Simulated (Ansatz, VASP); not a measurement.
Na4H: VASP beside Ansatz

```
CELL_PARAMETERS angstrom
7.26651 0.00000 0.00000
-2.42217 6.85093 0.00000
0.00000 0.00000 20.96654
ATOMIC_POSITIONS crystal
Na 0.25000 0.25000 0.19078
Na 0.25000 0.75000 0.19078
Na 0.75000 0.25000 0.19078
Na 0.75000 0.75000 0.19078
Na 0.00000 0.00000 0.33227
Na 0.00000 0.50000 0.33227
Na 0.50000 0.00000 0.33227
Na 0.50000 0.50000 0.33227
H 0.84621 0.75000 0.39952
H 0.15379 0.75000 0.39952
```

Alike in both runs: task single point; functional PBE; k mesh 4 × 4 × 1; occupations gaussian, width 0.1 eV; no spin polarisation.

|  | VASP | Ansatz |
| --- | --- | --- |
| version | VASP 6.6.1 | Ansatz 0.2.0 |
| potentials or method | VASP PAW PBE potentials, release 64 (Na_pv, H), cutoff 520 eV | scalar-relativistic, plane waves, PAW |
| valence electrons in the cell | 58 | 74 |

```csv
,VASP,Ansatz,Ansatz less VASP
gap on the k mesh at the Fermi level (eV),none,none,-
rms of the force components (eV/Å),0.296,0.297,+0.0007
"work function, face that differs most (eV)",4.20,4.20,-0.002
```

Atom by atom the forces differ by 0.001 eV/Å (rms over components). A gap of «none» marks a metal or a gap that the smearing closes. VASP's potentials hold 58 valence electrons a cell and Ansatz's 74, so a difference there can come from the potentials and not from the codes.
